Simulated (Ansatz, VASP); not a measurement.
Two plane-wave programs on KF

Contents of INCAR:

```
  PREC = Accurate
  ENCUT = 520
  EDIFF = 1E-6
  ISMEAR = 0
  SIGMA = 0.05
  LREAL = False
  LASPH = True
  NELM = 100
  ALGO = Normal
  ISIF = 2
  LWAVE = False
  LCHARG = True
  GGA = PE
  IVDW = 13
  LELF = True
  LVHAR = True
  NBANDS = 15
```

Contents of KPOINTS:

```
regular mesh
0
Gamma
  8 8 8
```

The input POSCAR:

```
KF
1.0
    0.0000000000      2.7284417859      2.7284417859
    2.7284417859      0.0000000000      2.7284417859
    2.7284417859      2.7284417859      0.0000000000
K F
1 1
Direct
    0.0000000000      0.0000000000      0.0000000000
    0.5000000000      0.5000000000      0.5000000000
```

Input for Ansatz:

```yaml
crystal:
  lattice:
    - [0.0, 2.7284417859, 2.7284417859]
    - [2.7284417859, 0.0, 2.7284417859]
    - [2.7284417859, 2.7284417859, 0.0]
  atoms:
    - { symbol: K, position: [0.0, 0.0, 0.0] }
    - { symbol: F, position: [0.5, 0.5, 0.5] }
basis:
  ecutwfc: 420
  ecutrho_ratio: 4
kpoints:
  mp_grid: { grid: [8, 8, 8] }
hamiltonian:
  xc: pbe
  dispersion: d4
scf:
  occupations: { method: gaussian, width: 0.05 }
output:
  forces: true
  stress: true
  eigenvalues: true
```

Alike in both runs: task single point; functional PBE; dispersion D4; k mesh 8 × 8 × 8; occupations gaussian, width 0.05 eV; no spin polarisation.

```csv
,VASP,Ansatz
version,VASP 6.6.1,Ansatz 0.2.0
potentials or method,"VASP PAW PBE potentials, release 64 (K_sv, F), cutoff 520 eV","scalar-relativistic, plane waves, PAW"
valence electrons in the cell,16,16
```

Ansatz gave:

| Item | Value |
| --- | --- |
| gap on the k mesh at the Fermi level (eV) | 5.86 |
| least direct gap on the mesh (eV) | 5.86 |
| pressure (GPa) | -1.1 |

Task: Which values does VASP return?

Result: gap on the k mesh at the Fermi level (eV): 5.85; least direct gap on the mesh (eV): 5.85; pressure (GPa): -1.1.
